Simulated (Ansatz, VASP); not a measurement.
**One calculation of BP, two programs**

```
B P
1.0
     0.00000    2.29691    2.26889
     2.29691    0.00000    2.26889
     2.29691    2.29691    0.00000
B P
1 1
Direct
  0.00000 0.00000 0.00000
  0.25000 0.25000 0.25000
```

Change from the starting cell: strained cell.

Alike in both runs: functional PBE; k mesh 8 × 8 × 8; occupations gaussian, width 0.02 eV; no spin polarisation.

Ansatz relaxed the structure, and its values are those at the end. VASP's run is a single point on that final structure, the one shown.

|  | VASP | Ansatz |
| --- | --- | --- |
| version | VASP 6.6.1 | Ansatz 0.2.0 |
| potentials or method | VASP PAW PBE potentials, release 64 (B, P), cutoff 500 eV | scalar-relativistic, plane waves, PAW |
| valence electrons in the cell | 8 | 8 |

|  | VASP | Ansatz | Ansatz less VASP |
| --- | --- | --- | --- |
| gap on the k mesh at the Fermi level (eV) | 1.12 | 1.12 | +0.004 |
| least direct gap on the mesh (eV) | 3.24 | 3.25 | +0.003 |
| pressure (GPa) | -2.9 | -2.7 | +0.19 |

Ansatz's warnings: stress scf threshold loose.
